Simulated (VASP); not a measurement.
Set up this calculation in VASP 6.6.1, as the native input.

| Quantity | Value |
| --- | --- |
| Task | single point |
| Functional | PBE |
| Potentials or basis | VASP PAW PBE potentials, release 64 (Mo_sv, N) |
| Cutoff | 520 eV |
| k mesh | 6 × 6 × 10 |
| Occupations | fermi-dirac, width 0.05 eV |
| Spin | no spin polarisation |
| Dipole correction | no |
| Further INCAR settings | ALGO = Normal; EDIFF = 1e-06; NBANDS = 33 |

The structure of MoN2 lies in POSCAR:

```
MoN2
1.0
    4.3333745845      0.0000000000      0.0000000000
    0.0000000000      4.3333745845      0.0000000000
    0.0000000000      0.0000000000      2.7525892219
Mo N
2 4
Direct
    0.0000000000      0.0000000000      0.0000000000
    0.5000000000      0.5000000000      0.0000000000
    0.6121349313      0.8878650687      0.5000000000
    0.3878650687      0.1121349313      0.5000000000
    0.1121349313      0.6121349313      0.5000000000
    0.8878650687      0.3878650687      0.5000000000
```

These files were run (other wordings do the same):

INCAR

```
PREC     = Accurate       # precision mode
ENCUT    = 520            # plane-wave cutoff, eV
EDIFF    = 1E-6           # SCF threshold, eV
ISMEAR   = -1             # smearing method
SIGMA    = 0.05           # smearing width, eV
LREAL    = F              # projectors in reciprocal space
LASPH    = T              # aspherical terms in the spheres
NELM     = 80             # most SCF steps
ALGO     = Normal         # electronic algorithm
ISIF     = 2              # what is computed and relaxed
LWAVE    = F              # write WAVECAR
LCHARG   = F              # write CHGCAR
GGA      = PE             # functional
NBANDS   = 33             # bands
```

KPOINTS

```
regular mesh
0
Gamma
  6 6 10
```

Potentials or basis: VASP PAW PBE potentials, release 64 (Mo_sv, N).

Launch:

```bash
$ cat potpaw_PBE.64/Mo_sv/POTCAR potpaw_PBE.64/N/POTCAR > POTCAR
$ mpirun -np 1 vasp_std > vasp.out
```

Results of the run:

- Pressure: 0.5 GPa
- Largest force: 0.081 eV/Å
- Band gap on the k mesh: zero (band 24 reaches 13.76 eV, above the bottom of band 25 at 11.74 eV)

Wall time 2.7 min on 1 thread of AMD EPYC 7R13 (shared host), peak memory 0.18 GiB.
